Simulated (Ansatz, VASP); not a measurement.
**Two plane-wave programs on BN**

Contents of INCAR:

```
SYSTEM = BN
PREC = Accurate
ENCUT = 600
EDIFF = 1E-6
ISMEAR = 0
SIGMA = 0.01
LREAL = .False.
LASPH = .True.
NELM = 120
ALGO = Normal
ISIF = 2
LWAVE = .False.
LCHARG = .True.
GGA = PS
LELF = .True.
LVHAR = .True.
NBANDS = 11
GGA_COMPAT = .False.
```

Contents of KPOINTS:

```
regular mesh
0
Gamma
  8 8 6
  0 0 0
```

File POSCAR:

```
BN
1.0
    2.5080409200      0.0000000000      0.0000000000
   -1.2467107600      2.1762310400      0.0000000000
   -0.6306650800     -1.0881155200      3.0225400000
B N
1 1
Direct
    0.9796430000      0.9834990000      0.0018060000
    0.6685060000      0.3323850000      0.9849990000
```

Input for Ansatz:

```yaml
crystal:
  lattice:
    - [2.50804092, 0.0, 0.0]
    - [-1.24671076, 2.17623104, 0.0]
    - [-0.63066508, -1.08811552, 3.02254]
  atoms:
    - { symbol: B, position: [0.979643, 0.9834990000000001, 0.001806] }
    - { symbol: "N", position: [0.668506, 0.33238500000000004, 0.984999] }
kpoints:
  mp_grid:
    grid: [8, 8, 6]
  band_path:
    path:
      - [0.5, -0.5, 0.0]
      - [0.0, 0.0, 0.0]
      - [0.5, 0.0, 0.0]
    npoints: 6
hamiltonian:
  xc: pbesol
  pseudopotentials:
    kind: paw
scf:
  n_extra_bands: 6
  occupations:
    method: fixed
```

Alike in both runs: task single point; functional PBEsol; k mesh 8 × 8 × 6; no spin polarisation.

|  | VASP | Ansatz |
| --- | --- | --- |
| version | VASP 6.6.1 | Ansatz 0.2.0 |
| potentials or method | VASP PAW PBE potentials, release 64 (B, N) | plane waves, PAW |
| plane-wave cutoff (eV) | 600 | 420 |
| occupations | gaussian, width 0.01 eV | fixed |
| valence electrons in the cell | 8 | 8 |

|  | VASP | Ansatz | Ansatz less VASP |
| --- | --- | --- | --- |
| gap on the k mesh at the Fermi level (eV) | 2.66 | 2.68 | +0.012 |

VASP's potentials were made for PBE, not for PBEsol.
